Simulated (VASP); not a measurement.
Runs of VASP 6.6.1 on La. The structure is that of space group Pm-3m (No. 221), or close to it. The cells are those of the table. This isn't the form of La at room conditions, which is double hcp.

```csv
task,spin,cell,k mesh,cutoff (eV),smearing,gap on the mesh (eV),pressure (GPa),moment (μB)
relaxation of cell and atoms,off,"relaxed from a = 3.432 Å, 1 atom",9 × 9 × 9,600,fermi-dirac 0.1 eV,none,0.0,-
single point,off,"a = 3.327 Å, 1 atom",9 × 9 × 9,520,fermi-dirac 0.1 eV,none,0.0,-
single point,off,"a = 3.327 Å, 1 atom",16 × 16 × 16,520,fermi-dirac 0.1 eV,none,0.0,-
single point,collinear,"a = 3.322 Å, 1 atom",16 × 16 × 16,520,fermi-dirac 0.05 eV,none,0.0,0.00
single point,off,"a = 3.188 Å, 1 atom",16 × 16 × 16,520,fermi-dirac 0.1 eV,none,3.8,-
single point,off,"a = 3.282 Å, 1 atom",16 × 16 × 16,520,fermi-dirac 0.1 eV,none,1.1,-
single point,off,"a = 3.413 Å, 1 atom",16 × 16 × 16,520,fermi-dirac 0.1 eV,none,(b),-
single point,off,"a = 3.371 Å, 1 atom",16 × 16 × 16,520,fermi-dirac 0.1 eV,none,-0.8,-
single point,off,"a = 3.236 Å, 1 atom",16 × 16 × 16,520,fermi-dirac 0.1 eV,none,2.3,-
single point,"non-collinear, zero start, SOC","a = 3.327 Å, 1 atom",10 × 10 × 10,520,fermi-dirac 0.1 eV,-,(a),0.00
single point,off,"a = 3.455 Å, 1 atom",16 × 16 × 16,520,fermi-dirac 0.1 eV,none,-2.1,-
```

Alike in all rows: level PBE; potentials or basis VASP PAW PBE potentials, release 64 (La).

**Question.** Estimate the missing entries.

**Answer.** (a) -0.1; (b) -1.5.

Caveats: spin-orbit coupling is left out, which moves the levels of the heavy elements (at least some runs); the cell stands under pressure (at least some runs).

A k mesh can miss the band edges, and rows without SOC leave out spin-orbit coupling on La.

A gap of «none» marks levels without a gap at the run's occupations.
